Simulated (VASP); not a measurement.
Set up this calculation in VASP 6.6.1, as the native input.

```yaml
Task: single point
Functional: LDA
Potentials_or_basis: VASP PAW LDA potentials, release 64 (Ti_sv, Co)
Cutoff: 520 eV
k_mesh: 12 × 12 × 12
Occupations: fermi-dirac, width 0.15 eV
Spin: no spin polarisation
Dipole_correction: no
Further_INCAR_settings: ALGO = Fast; EDIFF = 1e-07; NBANDS = 28
```

The structure of TiCo3 lies in POSCAR:

```
TiCo3
1.0
    3.5173625410      0.0000000000      0.0000000000
    0.0000000000      3.5173625410      0.0000000000
    0.0000000000      0.0000000000      3.5173625410
Ti Co
1 3
Direct
    0.0000000000      0.0000000000      0.0000000000
    0.0000000000      0.5000000000      0.5000000000
    0.5000000000      0.0000000000      0.5000000000
    0.5000000000      0.5000000000      0.0000000000
```

These files were run (other wordings do the same):

INCAR

```
SYSTEM = TiCo3
ALGO = Fast
EDIFF = 1E-7
ENCUT = 520
ISIF = 2
ISMEAR = -1
LASPH = .True.
LCHARG = .False.
LREAL = .False.
LWAVE = .False.
NBANDS = 28
NELM = 80
PREC = Accurate
SIGMA = 0.15
```

KPOINTS

```
k-points
0
Gamma
  12 12 12
  0 0 0
```

Potentials or basis: VASP PAW LDA potentials, release 64 (Ti_sv, Co).

Command:

```console
$ cat potpaw_LDA.64/Ti_sv/POTCAR potpaw_LDA.64/Co/POTCAR > POTCAR
$ mpirun -np 1 vasp_std > vasp.out
```

Results of the run:

```yaml
Pressure: -5.2 GPa
Band_gap_on_the_k_mesh: zero (an odd number of electrons rules out a gap without spin polarisation)
```

Caveat: the cell stands under tension; the run has no spin polarisation, though such a crystal can be magnetic.

Wall time 3.6 min on 1 thread of Intel(R) Xeon(R) Platinum 8488C (Sapphire Rapids), with other jobs on the host, peak memory 0.21 GiB.
